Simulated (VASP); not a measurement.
# Mo (Im-3m) in VASP: a series of runs

Mo is run at these levels: LDA; tasks: relaxation of cell and atoms, single point.

All numbers are computed with VASP 6.6.1; they aren't measurements. Logs are shortened: lines on timing, memory, paths and dates and some standing lists are left out, and cuts for length are marked.

## 1. The cell of the first run

It takes space group Im-3m (No. 229, cubic). Conventional cell: a = 3.111 Å, b = 3.111 Å, c = 3.111 Å, α = 90.00°, β = 90.00°, γ = 90.00°. Within 3.6 Å of Mo (site symmetry m-3m) lie 14 Mo at 2.69 to 3.11 Å.

## 2. Relaxation of cell and atoms, LDA

INCAR reads:

```
SYSTEM = Mo
PREC     = Accurate       ! precision mode
ENCUT    = 600            ! plane-wave cutoff, eV
EDIFF    = 1E-7           ! SCF threshold, eV
ISMEAR   = -1             ! smearing method
SIGMA    = 0.15           ! smearing width, eV
LREAL    = .False.        ! projectors in reciprocal space
LASPH    = .True.         ! aspherical terms in the spheres
NELM     = 60             ! most SCF steps
ALGO     = Normal         ! electronic algorithm
ISIF     = 3              ! what is computed and relaxed
LWAVE    = .False.        ! write WAVECAR
LCHARG   = .False.        ! write CHGCAR
IBRION   = 2              ! ionic algorithm
NSW      = 80             ! ionic steps
EDIFFG   = -0.001         ! ionic threshold
```

KPOINTS reads:

```
Automatic mesh
0
Gamma
  16 16 16
  0 0 0
```

POSCAR reads:

```
Mo
1.0
   -1.5554689540      1.5554689540      1.5554689540
    1.5554689540     -1.5554689540      1.5554689540
    1.5554689540      1.5554689540     -1.5554689540
Mo
1
Direct
    0.0000000000      0.0000000000      0.0000000000
```

Potentials or basis: VASP PAW LDA potentials, release 64 (Mo_sv).

On the command line:

```sh
> cat potpaw_LDA.64/Mo_sv/POTCAR > POTCAR
> mpirun -np 1 vasp_std > vasp.out
```

OUTCAR:

```text
SYSTEM = Mo
   PREC = Accurate
   ENCUT = 600
   EDIFF = 1E-7
   ISMEAR = -1
   LREAL = .False.
   LASPH = .True.
   NELM = 60
   ISIF = 3
   IBRION = 2
   NSW = 80
   EDIFFG = -0.001

 ion  position               nearest neighbor table
   1  0.000  0.000  0.000-

  LATTYP: Found a body centered cubic cell.
 ALAT       =     3.1109379080

  Lattice vectors:

 A1 = (  -1.5554689540,   1.5554689540,   1.5554689540)
 A2 = (   1.5554689540,  -1.5554689540,   1.5554689540)
 A3 = (   1.5554689540,   1.5554689540,  -1.5554689540)

Analysis of symmetry for initial positions (statically):
=====================================================================
 Subroutine PRICEL returns:
 Original cell was already a primitive cell.

 Routine SETGRP: Setting up the symmetry group for a
 body centered cubic supercell.

 Subroutine GETGRP returns: Found 48 space group operations
 (whereof 48 operations were pure point group operations)
 out of a pool of 48 trial point group operations.

The static configuration has the point symmetry O_h .

Analysis of symmetry for dynamics (positions and initial velocities):
=====================================================================
 Subroutine PRICEL returns:
 Original cell was already a primitive cell.

 Routine SETGRP: Setting up the symmetry group for a
 body centered cubic supercell.

 Subroutine GETGRP returns: Found 48 space group operations
 (whereof 48 operations were pure point group operations)
 out of a pool of 48 trial point group operations.

The dynamic configuration has the point symmetry O_h .

 Subroutine INISYM returns: Found 48 space group operations
 (whereof 48 operations are pure point group operations),
 and found     1 'primitive' translations

----------------------------------------------------------------------------------------

                                     Primitive cell

  volume of cell :      15.0537

  direct lattice vectors                    reciprocal lattice vectors
    -1.555468954  1.555468954  1.555468954     0.000000000  0.321446467  0.321446467
     1.555468954 -1.555468954  1.555468954     0.321446467  0.000000000  0.321446467
     1.555468954  1.555468954 -1.555468954     0.321446467  0.321446467  0.000000000

  length of vectors
     2.694151258  2.694151258  2.694151258     0.454593953  0.454593953  0.454593953

  position of ions in fractional coordinates (direct lattice)
     0.000000000  0.000000000  0.000000000

  ion indices of the primitive-cell ions
   primitive index   ion index
                 1           1

----------------------------------------------------------------------------------------

 KPOINTS: Automatic mesh

Automatic generation of k-mesh.
 Grid dimensions read from file:
 generate k-points for:   16   16   16

 Generating k-lattice:

  Cartesian coordinates                     Fractional coordinates (reciprocal lattice)
     0.000000000  0.020090404  0.020090404     0.062500000  0.000000000  0.000000000
     0.020090404  0.000000000  0.020090404     0.000000000  0.062500000  0.000000000
     0.020090404  0.020090404  0.000000000     0.000000000  0.000000000  0.062500000

  Length of vectors
     0.028412122  0.028412122  0.028412122

  Shift w.r.t. Gamma in fractional coordinates (k-lattice)
     0.000000000  0.000000000  0.000000000

 Subroutine IBZKPT returns following result:
 ===========================================

 Found    145 irreducible k-points:

 Following reciprocal coordinates:
            Coordinates               Weight
  0.000000  0.000000  0.000000      1.000000
  0.062500  0.000000  0.000000     12.000000
  0.125000  0.000000  0.000000     12.000000
  0.187500  0.000000  0.000000     12.000000
  0.250000  0.000000  0.000000     12.000000
  0.312500  0.000000  0.000000     12.000000
[... 16 lines left out ...]
  0.187500  0.187500  0.000000     24.000000
  0.250000  0.187500 -0.000000     48.000000
 [... further k-points ...]
   k-points           NKPTS =    145   k-points in BZ     NKDIM =    145   number of bands    NBANDS=     11
   number of dos      NEDOS =    301   number of ions     NIONS =      1
   total plane-waves  NPLWV =  13824
   dimension x,y,z NGX =    24 NGY =   24 NGZ =   24
   dimension x,y,z NGXF=    48 NGYF=   48 NGZF=   48
   ions per type =               1
   NGX,Y,Z   is equivalent  to a cutoff of  14.81, 14.81, 14.81 a.u.
   NGXF,Y,Z  is equivalent  to a cutoff of  29.62, 29.62, 29.62 a.u.
 SYSTEM =  Mo
   PREC   = accura    normal or accurate (medium, high low for compatibility)
   ISTART =      0    job   : 0-new  1-cont  2-samecut
   ICHARG =      2    charge: 1-file 2-atom 10-const
   ISPIN  =      1    spin polarized calculation?
   LNONCOLLINEAR =      F non collinear calculations
   LSORBIT =      F    spin-orbit coupling
   LASPH  =      T    aspherical Exc in radial PAW
   ENCUT  =  600.0 eV  44.10 Ry    6.64 a.u.   5.38  5.38  5.38*2*pi/ulx,y,z
   NELM   =     60;   NELMIN=  2; NELMDL= -5     # of ELM steps
   EDIFF  = 0.1E-06   stopping-criterion for ELM
   LREAL  =      F    real-space projection
   EDIFFG = -.1E-02   stopping-criterion for IOM
   NSW    =     80    number of steps for IOM
   IBRION =      2    ionic relax: 0-MD 1-quasi-New 2-CG
   NFREE  =      1    steps in history (QN), initial steepest desc. (CG)
   ISIF   =      3    stress and relaxation
   ISYM   =      2    0-nonsym 1-usesym 2-fastsym
   POTIM  = 0.5000    time-step for ionic-motion
   TEBEG  =    0.0;   TEEND  =   0.0 temperature during run
   PSTRESS=    0.0 pullay stress
   NELECT =      14.0000    total number of electrons
   NUPDOWN=      -1.0000    fix difference up-down
   EMIN   =  10.00;   EMAX   =-10.00  energy-range for DOS
   EFERMI =   0.00;   METHOD = LEGACY
   ISMEAR =    -1;   SIGMA  =   0.15  broadening in eV -4-tet -1-fermi 0-gaus
   EFERMI_NEDOS =   21; number of points for ismear=-14 and -15
   IALGO  =     38    algorithm
   IMIX   =      4    mixing-type and parameters
     AMIX     =   0.40;   BMIX     =  1.00
     AMIX_MAG =   1.60;   BMIX_MAG =  1.00
  volume/ion in A,a.u.               =      15.05       101.59
  Fermi-wavevector in a.u.,A,eV,Ry     =   1.597973  3.019732 34.742727  2.553518
  Thomas-Fermi vector in A             =   2.695496
   LORBIT       =      0    0 simple, 1 ext, 2 COOP (PROOUT), +10 PAW based schemes
   GGA     = CA    functional components
   LHFCALC =     F    Hartree Fock is set to
   AEXX    =    0.0000 exact exchange contribution
   IVDW    =     0    specifies the selected vdW correction
   LEPSILON=     F    determine dielectric tensor
   LRPA    =     F    only Hartree local field effects (RPA)
 conjugate gradient relaxation of ions
 non-spin polarized calculation
  energy-cutoff  :      600.00
  volume of cell :       15.05
 maximum number of plane-waves:       531
 NGX is ok and might be reduce to    24
   NGX = 11   NGY = 11   NGZ = 11

--------------------------------------- Ionic step        1  -------------------------------------------

 number of electron      13.9999999 magnetization

 Free energy of the ion-electron system (eV)
  ---------------------------------------------------
  ext. energy  EPLUGINS =         0.00000000
  ---------------------------------------------------
  free energy    TOTEN  =       -12.15666301 eV

  energy without entropy =      -12.11140102  energy(sigma->0) =      -12.13403201

------------------------ aborting loop because EDIFF is reached ----------------------------------------

  FORCE on cell =-STRESS in cart. coord.  units (eV):
  Direction    XX          YY          ZZ          XY          YZ          ZX
  --------------------------------------------------------------------------------------
  -------------------------------------------------------------------------------------
  Total        0.1213454      0.1213454      0.1213454     -0.0000000      0.0000000      0.0000000
  in kB       12.9148619     12.9148619     12.9148619     -0.0000000      0.0000000      0.0000000
  external PRESSURE =      12.9148619 kB  Pullay stress =       0.0000000 kB

 VOLUME and BASIS-vectors are now :
 -----------------------------------------------------------------------------
  energy-cutoff  :      600.00
  volume of cell :       15.05
      direct lattice vectors                 reciprocal lattice vectors
    -1.555468954  1.555468954  1.555468954     0.000000000  0.321446467  0.321446467
     1.555468954 -1.555468954  1.555468954     0.321446467  0.000000000  0.321446467
     1.555468954  1.555468954 -1.555468954     0.321446467  0.321446467  0.000000000
[... 36 lines left out ...]
 POSITION                                       TOTAL-FORCE (eV/Angst)
 -----------------------------------------------------------------------------------
      1.56457      1.56457      1.56457         0.000000     -0.000000      0.000000
 -----------------------------------------------------------------------------------
    total drift:                               -0.000000     -0.000000      0.000000

  FREE ENERGIE OF THE ION-ELECTRON SYSTEM (eV)
  ---------------------------------------------------
  free  energy   TOTEN  =       -12.1546127159 eV

  energy  without entropy=      -12.1085773678  energy(sigma->0) =      -12.13159504

--------------------------------------- Ionic step        3  -------------------------------------------

 number of electron      13.9999999 magnetization

 Free energy of the ion-electron system (eV)
  ---------------------------------------------------
  ext. energy  EPLUGINS =         0.00000000
  ---------------------------------------------------
  free energy    TOTEN  =       -12.15693284 eV

  energy without entropy =      -12.11147595  energy(sigma->0) =      -12.13420439

 E-fermi :  13.0015     XC(G=0): -13.7889

 val. band max:       12.9911412426   @ k =  -0.1875   0.1875   0.0625
 cond. band min:      13.0282668655   @ k =  -0.1250   0.1250   0.1250
 fundamental gap:      0.0371256229
 Fermi energy:        13.0015409623

 k-point     1 :       0.0000    0.0000    0.0000
  band No.  band energies     occupation
      1     -47.9245      2.00000
      2     -21.2838      2.00000
      3     -21.2838      2.00000
      4     -21.2838      2.00000
      5       5.6786      2.00000
      6      11.5748      1.99985
      7      11.5748      1.99985
      8      11.5748      1.99985
      9      14.7016      0.00002
     10      14.7016      0.00002
     11      27.8826      0.00000

 k-point     2 :       0.0625    0.0000    0.0000
  band No.  band energies     occupation
      1     -47.9130      2.00000
      2     -21.3485      2.00000
      3     -21.3036      2.00000
      4     -21.2843      2.00000
      5       5.8590      2.00000
      6      11.4716      1.99993
      7      11.5580      1.99987
      8      11.7454      1.99954
      9      14.5478      0.00007
     10      14.7039      0.00002
     11      28.0216      0.00000
[... 295 lines left out ...]
 k-point    24 :       0.2500    0.1875   -0.0000
  band No.  band energies     occupation
      1     -47.6508      2.00000
      2     -22.5227      2.00000
      3     -21.7973      2.00000
      4     -21.4214      2.00000
      5       8.7018      2.00000
      6       9.9606      2.00000
      7      11.1916      1.99999
      8      14.1207      0.00115
      9      15.5244      0.00000
     10      17.8893      0.00000
     11      26.5496      0.00000

 [... further k-points ...]
[... 5 lines left out ...]
  --------------------------------------------------------------------------------------
  -------------------------------------------------------------------------------------
  Total       -0.0004398     -0.0004398     -0.0004398      0.0000000     -0.0000000     -0.0000000
  in kB       -0.0465996     -0.0465996     -0.0465996      0.0000000     -0.0000000     -0.0000000
  external PRESSURE =      -0.0465996 kB  Pullay stress =       0.0000000 kB

 VOLUME and BASIS-vectors are now :
 -----------------------------------------------------------------------------
  energy-cutoff  :      600.00
  volume of cell :       15.12
      direct lattice vectors                 reciprocal lattice vectors
    -1.557779451  1.557779451  1.557779451     0.000000000  0.320969698  0.320969698
     1.557779451 -1.557779451  1.557779451     0.320969698  0.000000000  0.320969698
     1.557779451  1.557779451 -1.557779451     0.320969698  0.320969698  0.000000000

 POSITION                                       TOTAL-FORCE (eV/Angst)
 -----------------------------------------------------------------------------------
      0.00000      0.00000      0.00000         0.000000      0.000000      0.000000
 -----------------------------------------------------------------------------------
    total drift:                                0.000000      0.000000      0.000000

  FREE ENERGIE OF THE ION-ELECTRON SYSTEM (eV)
  ---------------------------------------------------
  free  energy   TOTEN  =       -12.1569328365 eV

  energy  without entropy=      -12.1114759522  energy(sigma->0) =      -12.13420439

 reached required accuracy - stopping structural energy minimisation
```

Run time: 72 s. Hardware: 1 thread of Intel Xeon 8259CL, shared host; peak memory 0.16 GiB.

Results:

* Free energy: -12.1569 eV
* Relaxed volume: 15.12 Å³/atom
* Relaxed cell: a = 2.698 Å, b = 2.698 Å, c = 2.698 Å, α = 109.47°, β = 109.47°, γ = 109.47°
* Space group after relaxing (to 0.05 Å): Im-3m (No. 229)
* Energy gained by relaxing: 0.3 meV/atom
* Ionic steps: 3
* Pressure after relaxing: 0.0 GPa
* Band gap on the k mesh: zero (band 7 reaches 17.22 eV, above the bottom of band 8 at 11.57 eV)

The path:
| step | energy change (eV) | largest force (eV/Å) | pressure (GPa) | volume (Å³) |
| --- | --- | --- | --- | --- |
| 1 | 0.0000 | 0.0000 | 1.29 | 15.05 |
| 2 | 0.0021 | 0.0000 | -3.69 | 15.32 |
| 3 | -0.0003 | 0.0000 | 0.00 | 15.12 |

Final structure:
```
Mo
1.0
    -1.55778    1.55778    1.55778
     1.55778   -1.55778    1.55778
     1.55778    1.55778   -1.55778
Mo
1
Direct
  0.00000 0.00000 0.00000
```

(Continued in part 2 of 2.)
